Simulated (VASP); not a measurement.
Input of a VASP 6.6.1 run:

The input INCAR:

```
SYSTEM = Ti
ALGO = Normal
EDIFF = 1E-6
ENCUT = 520
GGA = PS
ISIF = 2
ISMEAR = 0
LASPH = .True.
LCHARG = .True.
LELF = .True.
LREAL = .False.
LVHAR = .True.
LWAVE = .False.
NBANDS = 19
NELM = 100
PREC = Accurate
SIGMA = 0.15
```

File KPOINTS:

```
k-points
0
Gamma
  18 18 10
  0 0 0
```

Contents of POSCAR:

```
Ti
1.0
    2.7139980316      0.0000000000      0.0000000000
   -1.3569990158      2.3503912412      0.0000000000
    0.0000000000      0.0000000000      4.8734400000
Ti
2
Direct
    0.3333333333      0.6666666667      0.2500000000
    0.6666666667      0.3333333333      0.7500000000
```

Potentials or basis: VASP PAW PBE potentials, release 64 (Ti_sv).

The run is started by

```console
$ cat potpaw_PBE.64/Ti_sv/POTCAR > POTCAR
$ mpirun -np 1 vasp_std > vasp.out
```

(1) Predict the band gap on the k mesh.

(2) Predict the pressure.

## Answers

(1) zero (bands 12 and 13 overlap by 0.47 eV).

(2) 8.9 GPa.

Caveat: the cell differs from its parent crystal (strain -0.080 along x and y, +0.040 along z); the stress differs along the axes, from 1 to 13 GPa; the PAW data sets were made with another functional, which shifts forces and pressure a little.
